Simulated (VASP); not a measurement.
A run of VASP 6.6.1:

File INCAR:

```
  PREC = Accurate
  ENCUT = 520
  EDIFF = 1E-6
  ISMEAR = 0
  SIGMA = 0.1
  LREAL = Auto
  LASPH = True
  NELM = 100
  ALGO = Normal
  ISIF = 2
  LWAVE = False
  LCHARG = False
  LDIPOL = True
  IDIPOL = 3
  DIPOL = 0.5 0.5 0.323
  GGA = PE
  NBANDS = 42
```

Contents of KPOINTS:

```
regular mesh
0
Gamma
  5 4 1
```

File POSCAR:

```
Al16Cl
1.0
    5.7135165838      0.0000000000      0.0000000000
    0.0000000000      8.0801326417      0.0000000000
    0.0000000000      0.0000000000     19.7432787023
Al Cl
16 1
Direct
    0.2500000000      0.2500000000      0.2026005944
    0.2500000000      0.7500000000      0.2026005944
    0.7500000000      0.2500000000      0.2026005944
    0.7500000000      0.7500000000      0.2026005944
    0.0000000000      0.0000000000      0.2749482104
    0.0000000000      0.5000000000      0.2749482104
    0.5000000000      0.0000000000      0.2749482104
    0.5000000000      0.5000000000      0.2749482104
    0.2500000000      0.2500000000      0.3495466405
    0.2500000000      0.7500000000      0.3495466405
    0.7500000000      0.2500000000      0.3495466405
    0.7500000000      0.7500000000      0.3495466405
    0.0000000000      0.0000000000      0.4175232912
    0.0000000000      0.5000000000      0.4175232912
    0.5000000000      0.0000000000      0.4175232912
    0.5000000000      0.5000000000      0.4175232912
    0.1666666667      0.0000000000      0.5208421118
```

Potentials or basis: VASP PAW PBE potentials, release 64 (Al, Cl).

Launch:

```bash
$ cat potpaw_PBE.64/Al/POTCAR potpaw_PBE.64/Cl/POTCAR > POTCAR
$ mpirun -np 1 vasp_std > vasp.out
```

Hardware: 1 thread of Intel Xeon 8259CL, with other jobs on the host.

Problem. How long does it take, and how much memory?

Solution. It took 17 min on 1 thread of Intel Xeon 8259CL (shared host), peak memory 0.83 GiB. Counts: scf iterations 28, k points 9.
